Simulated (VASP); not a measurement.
Write the native input for VASP 6.6.1 that does the following.

```
Task                   : single point
Functional             : LDA
Potentials or basis    : VASP PAW LDA potentials, release 64 (W_sv, Au)
Cutoff                 : 520 eV
k mesh                 : 8 × 8 × 8
Occupations            : fermi-dirac, width 0.05 eV
Spin                   : no spin polarisation
Dipole correction      : no
Further INCAR settings : ALGO = Normal; EDIFF = 1e-06; NBANDS = 20
```

The structure of WAu lies in POSCAR:

```
WAu
1.0
    0.0000000000      2.7218111672      2.7218111672
    2.7218111672      0.0000000000      2.7218111672
    2.7218111672      2.7218111672      0.0000000000
W Au
1 1
Direct
    0.0000000000      0.0000000000      0.0000000000
    0.7500000000      0.7500000000      0.7500000000
```

The input as run:

INCAR

```
SYSTEM = WAu
PREC = Accurate
ENCUT = 520
EDIFF = 1E-6
ISMEAR = -1
SIGMA = 0.05
LREAL = .FALSE.
LASPH = .TRUE.
NELM = 100
ALGO = Normal
ISIF = 2
LWAVE = .FALSE.
LCHARG = .FALSE.
NBANDS = 20
```

KPOINTS

```
Automatic mesh
0
G
  8 8 8
  0 0 0
```

Potentials or basis: VASP PAW LDA potentials, release 64 (W_sv, Au).

The run is started by

```console
$ cat potpaw_LDA.64/W_sv/POTCAR potpaw_LDA.64/Au/POTCAR > POTCAR
$ mpirun -np 1 vasp_std > vasp.out
```

Results of the run:

* Pressure: 31.5 GPa

It took 13 s on 1 thread of Intel(R) Xeon(R) 6975P-C (Granite Rapids), with other jobs on the host, peak memory 0.16 GiB.
